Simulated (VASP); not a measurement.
Set up this calculation in VASP 6.6.1, as the native input.

```
Task                   : single point
Functional             : PBE
Potentials or basis    : VASP PAW PBE potentials, release 64 (Pt)
Cutoff                 : 520 eV
k mesh                 : 22 × 22 × 22
Occupations            : gaussian, width 0.15 eV
Spin                   : no spin polarisation
Dipole correction      : no
Further INCAR settings : ALGO = Normal; EDIFF = 1e-06; NBANDS = 11
```

The structure of Pt lies in POSCAR:

```
Pt
1.0
    0.0000000000      2.1704522973      1.5937631219
    2.1704522973      0.0000000000      1.5937631219
    2.1704522973      2.1704522973      0.0000000000
Pt
1
Direct
    0.0000000000      0.0000000000      0.0000000000
```

The input as run:

INCAR

```
ALGO     = Normal         # electronic algorithm
EDIFF    = 1E-6           # SCF threshold, eV
ENCUT    = 520            # plane-wave cutoff, eV
GGA      = PE             # functional
ISIF     = 2              # what is computed and relaxed
ISMEAR   = 0              # smearing method
LASPH    = True           # aspherical terms in the spheres
LCHARG   = False          # write CHGCAR
LREAL    = False          # projectors in reciprocal space
LWAVE    = False          # write WAVECAR
NBANDS   = 11             # bands
NELM     = 100            # most SCF steps
PREC     = Accurate       # precision mode
SIGMA    = 0.15           # smearing width, eV
```

KPOINTS

```
k-points
0
Gamma
  22 22 22
```

Potentials or basis: VASP PAW PBE potentials, release 64 (Pt).

Run with:

```bash
$ cat potpaw_PBE.64/Pt/POTCAR > POTCAR
$ mpirun -np 1 vasp_std > vasp.out
```

Results of the run:

```json
{"Pressure": "14.0 GPa", "Band gap on the k mesh": "zero (bands 5 and 6 overlap by 2.39 eV)"}
```

Caveat: the cell stands under pressure; spin-orbit coupling is left out, which moves the levels of the heavy elements.

Wall time 73 s on 1 thread of Intel(R) Xeon(R) Platinum 8259CL CPU @ 2.50GHz (Skylake/Cascade Lake), with other jobs on the host, peak memory 0.25 GiB.
